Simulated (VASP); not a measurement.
# N (P2_13) in VASP: single point with PBEsol+D4

Aim: the single point of N with PBEsol+D4.

All numbers are computed with VASP 6.6.1; they aren't measurements. Logs are shortened: lines on timing, memory, paths and dates and some standing lists are left out, and cuts for length are marked.

## Step 1: The cell of the first run

Symmetry: P2_13, No. 198, cubic system. The conventional cell has a = 5.605 Å, b = 5.605 Å, c = 5.605 Å, α = 90.00°, β = 90.00°, γ = 90.00°. Within 5.0 Å of N (site symmetry 3) lie 12 N at 3.79 to 4.16 Å.

## Step 2: Single point, PBEsol+D4

INCAR

```
SYSTEM = N
PREC = Accurate
ENCUT = 600
EDIFF = 1E-6
ISMEAR = 1
SIGMA = 0.01
LREAL = .False.
LASPH = .True.
NELM = 120
ALGO = Normal
ISIF = 2
LWAVE = .False.
LCHARG = .False.
GGA = PS
IVDW = 13
NBANDS = 18
GGA_COMPAT = .False.
```

KPOINTS

```
regular mesh
0
Gamma
  3 3 3
  0 0 0
```

POSCAR

```
N
1.0
    5.6054090000      0.0000000000      0.0000000000
    0.0000000000      5.6054090000      0.0000000000
    0.0000000000      0.0000000000      5.6054090000
N
4
Direct
    0.4767900000      0.9767900000      0.5232100000
    0.0232100000      0.0232100000      0.0232100000
    0.5232100000      0.4767900000      0.9767900000
    0.9767900000      0.5232100000      0.4767900000
```

Potentials or basis: VASP PAW PBE potentials, release 64 (N).

The run is started by

```sh
$ cat potpaw_PBE.64/N/POTCAR > POTCAR
$ mpirun -np 1 vasp_std > vasp.out
```

OUTCAR:

```text
SYSTEM = N
   PREC = Accurate
   ENCUT = 600
   EDIFF = 1E-6
   ISMEAR = 1
   LREAL = .False.
   LASPH = .True.
   NELM = 120
   ISIF = 2
   GGA = PS
   IVDW = 13

 ion  position               nearest neighbor table
   1  0.477  0.977  0.523-
   2  0.023  0.023  0.023-
   3  0.523  0.477  0.977-
   4  0.977  0.523  0.477-

  LATTYP: Found a simple cubic cell.
 ALAT       =     5.6054090000

  Lattice vectors:

 A1 = (   5.6054090000,   0.0000000000,   0.0000000000)
 A2 = (   0.0000000000,   5.6054090000,   0.0000000000)
 A3 = (   0.0000000000,   0.0000000000,   5.6054090000)

Analysis of symmetry for initial positions (statically):
=====================================================================
 Subroutine PRICEL returns:
 Original cell was already a primitive cell.

 Routine SETGRP: Setting up the symmetry group for a
 simple cubic supercell.

 Subroutine GETGRP returns: Found 12 space group operations
 (whereof  3 operations were pure point group operations)
 out of a pool of 48 trial point group operations.

The static configuration has the point symmetry C_3 .
 The point group associated with its full space group is T   .

Analysis of symmetry for dynamics (positions and initial velocities):
=====================================================================
 Subroutine PRICEL returns:
 Original cell was already a primitive cell.

 Routine SETGRP: Setting up the symmetry group for a
 simple cubic supercell.

 Subroutine GETGRP returns: Found 12 space group operations
 (whereof  3 operations were pure point group operations)
 out of a pool of 48 trial point group operations.

The dynamic configuration has the point symmetry C_3 .
 The point group associated with its full space group is T   .

 Subroutine INISYM returns: Found 12 space group operations
 (whereof  3 operations are pure point group operations),
 and found     1 'primitive' translations

----------------------------------------------------------------------------------------

                                     Primitive cell

  volume of cell :     176.1254

  direct lattice vectors                    reciprocal lattice vectors
     5.605409000  0.000000000  0.000000000     0.178399114  0.000000000  0.000000000
     0.000000000  5.605409000  0.000000000     0.000000000  0.178399114  0.000000000
     0.000000000  0.000000000  5.605409000     0.000000000  0.000000000  0.178399114

  length of vectors
     5.605409000  5.605409000  5.605409000     0.178399114  0.178399114  0.178399114

  position of ions in fractional coordinates (direct lattice)
     0.476790000  0.976790000  0.523210000
     0.023210000  0.023210000  0.023210000
     0.523210000  0.476790000  0.976790000
     0.976790000  0.523210000  0.476790000

  ion indices of the primitive-cell ions
   primitive index   ion index
                 1           1
                 2           2
                 3           3
                 4           4

----------------------------------------------------------------------------------------

 KPOINTS: regular mesh

Automatic generation of k-mesh.
 Grid dimensions read from file:
 generate k-points for:    3    3    3

 Generating k-lattice:

  Cartesian coordinates                     Fractional coordinates (reciprocal lattice)
     0.059466371  0.000000000  0.000000000     0.333333333  0.000000000  0.000000000
     0.000000000  0.059466371  0.000000000     0.000000000  0.333333333  0.000000000
     0.000000000  0.000000000  0.059466371     0.000000000  0.000000000  0.333333333

  Length of vectors
     0.059466371  0.059466371  0.059466371

  Shift w.r.t. Gamma in fractional coordinates (k-lattice)
     0.000000000  0.000000000  0.000000000

 Subroutine IBZKPT returns following result:
 ===========================================

 Found      4 irreducible k-points:

 Following reciprocal coordinates:
            Coordinates               Weight
  0.000000  0.000000  0.000000      1.000000
  0.333333  0.000000  0.000000      6.000000
  0.333333  0.333333  0.000000     12.000000
  0.333333  0.333333  0.333333      8.000000
   k-points           NKPTS =      4   k-points in BZ     NKDIM =      4   number of bands    NBANDS=     18
   number of dos      NEDOS =    301   number of ions     NIONS =      4
   total plane-waves  NPLWV = 110592
   dimension x,y,z NGX =    48 NGY =   48 NGZ =   48
   dimension x,y,z NGXF=    96 NGYF=   96 NGZF=   96
   ions per type =               4
   NGX,Y,Z   is equivalent  to a cutoff of  14.24, 14.24, 14.24 a.u.
   NGXF,Y,Z  is equivalent  to a cutoff of  28.47, 28.47, 28.47 a.u.
 SYSTEM =  N
   PREC   = accura    normal or accurate (medium, high low for compatibility)
   ISTART =      0    job   : 0-new  1-cont  2-samecut
   ICHARG =      2    charge: 1-file 2-atom 10-const
   ISPIN  =      1    spin polarized calculation?
   LNONCOLLINEAR =      F non collinear calculations
   LSORBIT =      F    spin-orbit coupling
   LASPH  =      T    aspherical Exc in radial PAW
   ENCUT  =  600.0 eV  44.10 Ry    6.64 a.u.  11.20 11.20 11.20*2*pi/ulx,y,z
   NELM   =    120;   NELMIN=  2; NELMDL= -5     # of ELM steps
   EDIFF  = 0.1E-05   stopping-criterion for ELM
   LREAL  =      F    real-space projection
   EDIFFG = 0.1E-04   stopping-criterion for IOM
   NSW    =      0    number of steps for IOM
   IBRION =     -1    ionic relax: 0-MD 1-quasi-New 2-CG
   NFREE  =      0    steps in history (QN), initial steepest desc. (CG)
   ISIF   =      2    stress and relaxation
   ISYM   =      2    0-nonsym 1-usesym 2-fastsym
   POTIM  = 0.5000    time-step for ionic-motion
   TEBEG  =    0.0;   TEEND  =   0.0 temperature during run
   PSTRESS=    0.0 pullay stress
   NELECT =      20.0000    total number of electrons
   NUPDOWN=      -1.0000    fix difference up-down
   EMIN   =  10.00;   EMAX   =-10.00  energy-range for DOS
   EFERMI =   0.00;   METHOD = LEGACY
   ISMEAR =     1;   SIGMA  =   0.01  broadening in eV -4-tet -1-fermi 0-gaus
   EFERMI_NEDOS =   21; number of points for ismear=-14 and -15
   IALGO  =     38    algorithm
   IMIX   =      4    mixing-type and parameters
     AMIX     =   0.40;   BMIX     =  1.00
     AMIX_MAG =   1.60;   BMIX_MAG =  1.00
  volume/ion in A,a.u.               =      44.03       297.14
  Fermi-wavevector in a.u.,A,eV,Ry     =   0.792764  1.498108  8.550929  0.628476
  Thomas-Fermi vector in A             =   1.898567
   LORBIT       =      0    0 simple, 1 ext, 2 COOP (PROOUT), +10 PAW based schemes
   GGA     = PS    functional components
   LHFCALC =     F    Hartree Fock is set to
   AEXX    =    0.0000 exact exchange contribution
   IVDW    =    13    specifies the selected vdW correction
   LEPSILON=     F    determine dielectric tensor
   LRPA    =     F    only Hartree local field effects (RPA)
 non-spin polarized calculation
 Methfessel and Paxton  Order N= 1 SIGMA  =   0.01
  energy-cutoff  :      600.00
  volume of cell :      176.13
 maximum number of plane-waves:      5888
 NGX is ok and might be reduce to    48
   NGX = 23   NGY = 23   NGZ = 23

 number of electron      20.0000000 magnetization

 Free energy of the ion-electron system (eV)
  ---------------------------------------------------
  ext. energy  EPLUGINS =         0.00000000
  ---------------------------------------------------
  free energy    TOTEN  =        -2.52938968 eV

  energy without entropy =       -2.52884494  energy(sigma->0) =       -2.52920810

 E-fermi :  -5.4025     XC(G=0):  -5.1796

 val. band max:       -5.4040838847   @ k =   0.3333   0.3333   0.0000
 cond. band min:      -5.3977572252   @ k =   0.0000   0.0000   0.0000
 fundamental gap:      0.0063266595
 Fermi energy:        -5.4024834137

 k-point     1 :       0.0000    0.0000    0.0000
  band No.  band energies     occupation
      1     -17.0786      2.00000
      2     -16.8722      2.00000
      3     -16.8722      2.00000
      4     -16.8722      2.00000
      5      -5.8941      2.00000
      6      -5.8941      2.00000
[... 10 lines left out ...]
     17       1.0165      0.00000
     18       4.7207      0.00000

 k-point     2 :       0.3333    0.0000    0.0000
  band No.  band energies     occupation
      1     -17.0296      2.00000
      2     -16.9301      2.00000
      3     -16.8693      2.00000
      4     -16.8655      2.00000
      5      -5.7976      2.00000
      6      -5.7924      2.00000
[... 10 lines left out ...]
     17       1.7122      0.00000
     18       3.3063      0.00000

 k-point     3 :       0.3333    0.3333    0.0000
  band No.  band energies     occupation
      1     -16.9924      2.00000
      2     -16.9294      2.00000
      3     -16.8932      2.00000
      4     -16.8775      2.00000
      5      -5.7994      2.00000
      6      -5.7535      2.00000
[... 10 lines left out ...]
     17       2.3204      0.00000
     18       3.7402      0.00000

 k-point     4 :       0.3333    0.3333    0.3333
  band No.  band energies     occupation
      1     -16.9660      2.00000
      2     -16.9252      2.00000
      3     -16.9049      2.00000
      4     -16.8933      2.00000
      5      -5.9205      2.00000
      6      -5.9068      2.00000
[... 10 lines left out ...]
     17       2.8506      0.00000
     18       4.0976      0.00000

------------------------ aborting loop because EDIFF is reached ----------------------------------------

  DFT-D4 for vdW energy calculation

  Edisp (eV):   -0.07470

  FORCE on cell =-STRESS in cart. coord.  units (eV):
  Direction    XX          YY          ZZ          XY          YZ          ZX
  --------------------------------------------------------------------------------------
  -------------------------------------------------------------------------------------
  Total      -4.79387    -4.79387    -4.79387     0.00000     0.00000     0.00000
  in kB     -43.60889   -43.60889   -43.60889     0.00000     0.00000     0.00000
  external pressure =      -43.61 kB  Pullay stress =        0.00 kB

 VOLUME and BASIS-vectors are now :
 -----------------------------------------------------------------------------
  energy-cutoff  :      600.00
  volume of cell :      176.13
      direct lattice vectors                 reciprocal lattice vectors
     5.605409000  0.000000000  0.000000000     0.178399114  0.000000000  0.000000000
     0.000000000  5.605409000  0.000000000     0.000000000  0.178399114  0.000000000
     0.000000000  0.000000000  5.605409000     0.000000000  0.000000000  0.178399114

 POSITION                                       TOTAL-FORCE (eV/Angst)
 -----------------------------------------------------------------------------------
      2.67260      5.47531      2.93281        -0.208065     -0.208065      0.208065
      0.13010      0.13010      0.13010         0.208065      0.208065      0.208065
      2.93281      2.67260      5.47531         0.208065     -0.208065     -0.208065
      5.47531      2.93281      2.67260        -0.208065      0.208065     -0.208065
 -----------------------------------------------------------------------------------
    total drift:                                0.000000      0.000000      0.000000

  FREE ENERGIE OF THE ION-ELECTRON SYSTEM (eV)
  ---------------------------------------------------
  free  energy   TOTEN  =        -2.6040866103 eV

  energy  without entropy=       -2.6035418666  energy(sigma->0) =       -2.60390503
```

It took 13 s on 1 thread of Intel Xeon Platinum 8488C (Sapphire Rapids), shared host; peak memory 0.29 GiB.

What came out:

* Free energy: -2.6041 eV
* Pressure: -4.4 GPa
* Largest force: 0.360 eV/Å
* Band gap on the k mesh: zero (bands 10 and 11 overlap by 0.04 eV)
* Dispersion energy per atom: -0.019 eV

Forces on the atoms (eV/Å):
```
N   -0.208 -0.208  0.208
N    0.208  0.208  0.208
N    0.208 -0.208 -0.208
N   -0.208  0.208 -0.208
```

Levels at points of the mesh, in eV from the Fermi level:
```tsv
k point	band 6	band 7	band 8	band 9	band 10	band 11	band 12	band 13	band 14	band 15
(0.00, 0.00, 0.00)	-0.49	-0.49	-0.02	-0.02	-0.02	0.00	0.00	0.04	0.25	0.25
```

Caveat: the k points lie up to 0.37 Å⁻¹ apart; the PAW data sets were made with another functional, which shifts forces and pressure a little.
